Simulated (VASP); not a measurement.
Wanted: the native input for a VASP 6.6.1 run.

```yaml
Task: single point
Functional: PBE
Potentials_or_basis: VASP PAW PBE potentials, release 64 (Ti_sv, Al)
Cutoff: 520 eV
k_mesh: 15 × 15 × 6
Occupations: gaussian, width 0.15 eV
Spin: no spin polarisation
Dipole_correction: no
Further_INCAR_settings: ALGO = Fast; EDIFF = 1e-06; NBANDS = 28
```

The structure of Ti3Al lies in POSCAR:

```
Ti3Al
1.0
    2.9041494217      0.0000000000      0.0000000000
   -1.4520747109      2.5150671756      0.0000000000
    0.0000000000      0.0000000000      9.3949233792
Ti Al
3 1
Direct
    0.6666666667      0.3333333333      0.0000000000
    0.3333333333      0.6666666667      0.7667062293
    0.3333333333      0.6666666667      0.2332937707
    0.6666666667      0.3333333333      0.5000000000
```

This cell differs from its parent crystal: atoms shifted along a free coordinate, c/a of the conventional cell at fixed volume 3.2350.

These files were run (other wordings do the same):

INCAR

```
PREC = Accurate
ENCUT = 520
EDIFF = 1E-6
ISMEAR = 0
SIGMA = 0.15
LREAL = F
LASPH = T
NELM = 60
ALGO = Fast
ISIF = 2
LWAVE = F
LCHARG = F
GGA = PE
NBANDS = 28
```

KPOINTS

```
Automatic mesh
0
Gamma
  15 15 6
```

Potentials or basis: VASP PAW PBE potentials, release 64 (Ti_sv, Al).

Run with:

```console
$ cat potpaw_PBE.64/Ti_sv/POTCAR potpaw_PBE.64/Al/POTCAR > POTCAR
$ mpirun -np 1 vasp_std > vasp.out
```

It gave:

| Quantity | Value |
| --- | --- |
| Pressure | 1.2 GPa |
| Largest force | 1.181 eV/Å |
| Band gap on the k mesh | zero (an odd number of electrons rules out a gap without spin polarisation) |

Caveat: forces of over 1 eV/Å act on the atoms, so gaps and moduli don't describe the material at rest.

Run time: 11 min on 1 thread of Intel(R) Xeon(R) 6975P-C (Granite Rapids), on a shared host, peak memory 0.31 GiB.
